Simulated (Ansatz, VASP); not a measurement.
Two plane-wave programs on Cd

```
CELL_PARAMETERS angstrom
2.97887 0.00000 0.00000
-1.48944 2.57978 0.00000
0.00000 0.00000 5.61765
ATOMIC_POSITIONS crystal
Cd 0.33333 0.66667 0.25000
Cd 0.66667 0.33333 0.75000
```

Alike in both runs: task single point; functional RPBE; k mesh 6 × 6 × 4; occupations gaussian, width 0.1 eV; no spin polarisation.

|  | VASP | Ansatz |
| --- | --- | --- |
| version | VASP 6.6.1 | Ansatz 0.2.0 |
| potentials or method | VASP PAW PBE potentials, release 64 (Cd), cutoff 500 eV | scalar-relativistic, plane waves, PAW |
| valence electrons in the cell | 24 | 40 |

|  | VASP | Ansatz | Ansatz less VASP |
| --- | --- | --- | --- |
| gap on the k mesh at the Fermi level (eV) | none | none | - |
| pressure (GPa) | 6.9 | 6.6 | -0.33 |
| traceless stress, the component that is largest in VASP (GPa) | -1.07 | -0.94 | +0.131 |

VASP's potentials were made for PBE, not for RPBE. A gap of «none» marks a metal or a gap that the smearing closes. VASP's potentials hold 24 valence electrons a cell and Ansatz's 40, so a difference there can come from the potentials and not from the codes.

The k mesh is coarse, so the values compare programs but aren't converged.
